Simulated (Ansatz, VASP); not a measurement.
**Two plane-wave programs on C**

The input INCAR:

```
PREC = Accurate
ENCUT = 520
EDIFF = 1E-6
ISMEAR = 0
SIGMA = 0.05
LREAL = False
LASPH = True
NELM = 80
ALGO = Normal
ISIF = 2
LWAVE = False
LCHARG = True
GGA = CA
LELF = True
LVHAR = True
NBANDS = 26
```

Contents of KPOINTS:

```
Automatic mesh
0
Gamma
  8 8 8
```

File POSCAR:

```
C
1.0
   -2.4827102475      2.4827102475      2.3742423240
    2.4827102475     -2.4827102475      2.3742423240
    2.4827102475      2.4827102475     -2.3742423240
C
8
Direct
    0.3254710859      0.0000000000      0.0000000000
    0.6745289141      0.6745289141      0.6745289141
    0.0000000000      0.3254710859      0.0000000000
    0.0000000000      0.0000000000      0.3254710859
    0.0000000000      0.6745289141      0.0000000000
    0.3254710859      0.3254710859      0.3254710859
    0.6745289141      0.0000000000      0.0000000000
    0.0000000000      0.0000000000      0.6745289141
```

Input for Ansatz:

```yaml
crystal:
  lattice:
    - [-2.4827102475, 2.4827102475, 2.374242324]
    - [2.4827102475, -2.4827102475, 2.374242324]
    - [2.4827102475, 2.4827102475, -2.374242324]
  atoms:
    - { symbol: C, position: [0.3254710859, 0.0, 0.0] }
    - { symbol: C, position: [0.6745289141, 0.6745289141, 0.6745289141] }
    - { symbol: C, position: [0.0, 0.3254710859, 0.0] }
    - { symbol: C, position: [0.0, 0.0, 0.3254710859] }
    - { symbol: C, position: [0.0, 0.6745289141, 0.0] }
    - { symbol: C, position: [0.3254710859, 0.3254710859, 0.3254710859] }
    - { symbol: C, position: [0.6745289141, 0.0, 0.0] }
    - { symbol: C, position: [0.0, 0.0, 0.6745289141] }
basis:
  ecutwfc: 420
kpoints:
  mp_grid: { grid: [8, 8, 8] }
hamiltonian:
  xc: lda
scf:
  occupations: { method: gaussian, width: 0.05 }
output:
  forces: true
  stress: true
  eigenvalues: true
```

Change from the starting cell: strain +0.030 along x and y, -0.015 along z, atoms carried along.

Alike in both runs: task single point; functional LDA; k mesh 8 × 8 × 8; occupations gaussian, width 0.05 eV; no spin polarisation.

|  | VASP | Ansatz |
| --- | --- | --- |
| version | VASP 6.6.1 | Ansatz 0.2.0 |
| potentials or method | VASP PAW LDA potentials, release 64 (C), cutoff 520 eV | scalar-relativistic, plane waves, PAW |
| valence electrons in the cell | 32 | 32 |

Ansatz gave:

```
gap on the k mesh at the Fermi level (eV)                     : 2.44
least direct gap on the mesh (eV)                             : 3.36
pressure (GPa)                                                : -13.3
traceless stress, the component that is largest in VASP (GPa) : 16.59
rms of the force components (eV/Å)                            : 0.488
```

Q: Which values does VASP return?

A: gap on the k mesh at the Fermi level (eV): 2.44; least direct gap on the mesh (eV): 3.36; pressure (GPa): -12.3; traceless stress, the component that is largest in VASP (GPa): 16.70; rms of the force components (eV/Å): 0.493.

LDA's correlation is that of Perdew and Zunger in VASP and of Perdew and Wang (1992) in Ansatz. Atom by atom the forces differ by 0.024 eV/Å (rms over components).
